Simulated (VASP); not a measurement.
Set up this calculation in VASP 6.6.1, as the native input.

- Task: relaxation of cell and atoms
- Functional: PBEsol
- Potentials or basis: VASP PAW PBE potentials, release 64 (Al, Pt)
- Cutoff: 600 eV
- k mesh: 12 × 12 × 12
- Occupations: gaussian, width 0.1 eV
- Spin: no spin polarisation
- Target pressure: -1 GPa
- Dipole correction: no
- Further INCAR settings: ALGO = Fast; EDIFF = 1e-06; IBRION = 2; EDIFFG = -0.008; NSW = 70; ISIF = 3

The structure of Al2Pt lies in POSCAR:

```
Al2Pt
1.0
    0.0000000000      2.9578592347      2.9578592347
    2.9578592347      0.0000000000      2.9578592347
    2.9578592347      2.9578592347      0.0000000000
Al Pt
2 1
Direct
    0.2500000000      0.2500000000      0.2500000000
    0.7500000000      0.7500000000      0.7500000000
    0.0000000000      0.0000000000      0.0000000000
```

One way to write it, as run:

INCAR

```
ALGO = Fast
EDIFF = 1E-6
EDIFFG = -0.008
ENCUT = 600
GGA = PS
IBRION = 2
ISIF = 3
ISMEAR = 0
LASPH = T
LCHARG = F
LREAL = F
LWAVE = F
NELM = 100
NSW = 70
PREC = Accurate
PSTRESS = -10.0
SIGMA = 0.1
```

KPOINTS

```
k-points
0
Gamma
  12 12 12
```

Potentials or basis: VASP PAW PBE potentials, release 64 (Al, Pt).

Launch:

```sh
$ cat potpaw_PBE.64/Al/POTCAR potpaw_PBE.64/Pt/POTCAR > POTCAR
$ mpirun -np 1 vasp_std > vasp.out
```

It gave:

```yaml
Relaxed_volume: 17.20 Å³/atom
Relaxed_cell: a = 4.179 Å, b = 4.179 Å, c = 4.179 Å, α = 60.00°, β = 60.00°, γ = 60.00°
Space_group_after_relaxing_to_0.05_Å: Fm-3m (No. 225)
Energy_change_on_relaxing_the_enthalpy_is_what_falls: -0.4 meV/atom
Ionic_steps: 3
Pressure_after_relaxing: -0.9 GPa
Band_gap_on_the_k_mesh: zero (band 8 reaches 11.58 eV, above the bottom of band 9 at 6.19 eV)
```

Caveat: the cell is relaxed towards a set pressure, so the enthalpy falls and the energy may rise; the PAW data sets were made with another functional, which shifts forces and pressure a little; spin-orbit coupling is left out, which moves the levels of the heavy elements.

Wall time 2.4 min on 1 thread of Intel(R) Xeon(R) Platinum 8375C CPU @ 2.90GHz (Ice Lake) (shared host), peak memory 0.24 GiB.
